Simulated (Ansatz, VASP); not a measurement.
AlGa2N3 in VASP and in Ansatz

INCAR

```
ALGO = Normal
EDIFF = 1E-6
ENCUT = 520
GGA = PE
ISIF = 2
ISMEAR = 0
LASPH = T
LCHARG = F
LREAL = F
LWAVE = F
NBANDS = 31
NELM = 60
PREC = Accurate
SIGMA = 0.1
```

Contents of KPOINTS:

```
k-points
0
Gamma
  8 8 8
```

File POSCAR:

```
AlGa2N3
1.0
   -1.5923199000      1.5923199000      6.7358116000
    1.5923199000     -1.5923199000      6.7358116000
    1.5923199000      1.5923199000     -6.7358116000
Al Ga N
1 2 3
Direct
    0.5000000000      0.5000000000      0.0000000000
    0.8353920000      0.8353920000      0.0000000000
    0.1646080000      0.1646080000      0.0000000000
    0.4215160000      0.9215160000      0.5000000000
    0.0784840000      0.5784840000      0.5000000000
    0.7500000000      0.2500000000      0.5000000000
```

Input for Ansatz:

```yaml
crystal:
  lattice:
    - [-1.5923199, 1.5923199, 6.7358116]
    - [1.5923199, -1.5923199, 6.7358116]
    - [1.5923199, 1.5923199, -6.7358116]
  atoms:
    - { symbol: Al, position: [0.5, 0.5, 0.0] }
    - { symbol: Ga, position: [0.835392, 0.835392, 0.0] }
    - { symbol: Ga, position: [0.164608, 0.164608, 0.0] }
    - { symbol: "N", position: [0.421516, 0.921516, 0.5] }
    - { symbol: "N", position: [0.078484, 0.578484, 0.5] }
    - { symbol: "N", position: [0.75, 0.25, 0.5] }
basis:
  ecutwfc: 420
kpoints:
  mp_grid: { grid: [8, 8, 8] }
hamiltonian:
  xc: pbe
scf:
  occupations: { method: gaussian, width: 0.1 }
  lower_state_search: "off"
output:
  forces: true
  stress: true
  eigenvalues: true
```

Alike in both runs: task single point; functional PBE; k mesh 8 × 8 × 8; occupations gaussian, width 0.1 eV; no spin polarisation.

```csv
,VASP,Ansatz
version,VASP 6.6.1,Ansatz 0.2.0
potentials or method,"VASP PAW PBE potentials, release 64 (Al, Ga_d, N), cutoff 520 eV","scalar-relativistic, plane waves, PAW"
valence electrons in the cell,44,44
```

|  | VASP | Ansatz | Ansatz less VASP |
| --- | --- | --- | --- |
| gap on the k mesh at the Fermi level (eV) | 2.25 | 2.24 | -0.006 |
| least direct gap on the mesh (eV) | 2.25 | 2.24 | -0.006 |
| pressure (GPa) | 0.0 | 0.0 | -0.01 |
| rms of the force components (eV/Å) | 0.009 | 0.002 | -0.0067 |

Atom by atom the forces differ by 0.008 eV/Å (rms over components). With one functional, cell and mesh, what is left measures potentials, basis and numerics.
